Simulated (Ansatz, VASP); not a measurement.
# Hf: VASP beside Ansatz

```
CELL_PARAMETERS angstrom
3.19670 0.00000 0.00000
-1.59835 2.76842 0.00000
0.00000 0.00000 5.10838
ATOMIC_POSITIONS crystal
Hf 0.33333 0.66667 0.25000
Hf 0.66667 0.33333 0.75000
```

Change from the starting cell: zz strain of +1 %.

Alike in both runs: task single point; functional PBE; k mesh 13 × 13 × 7; occupations fermi-dirac, width 0.05 eV; no spin polarisation.

```csv
,VASP,Ansatz
version,VASP 6.6.1,Ansatz 0.2.0
potentials or method,"VASP PAW PBE potentials, release 64 (Hf_pv), cutoff 520 eV","all-electron LAPW, scalar-relativistic"
```

|  | VASP | Ansatz | Ansatz less VASP |
| --- | --- | --- | --- |
| pressure (GPa) | -0.8 | -0.3 | +0.45 |
| traceless stress, the component that is largest in VASP (GPa) | -1.00 | -0.93 | +0.069 |

Ansatz ran all-electron here, and VASP with PAW potentials.

Spin-orbit coupling is off throughout.
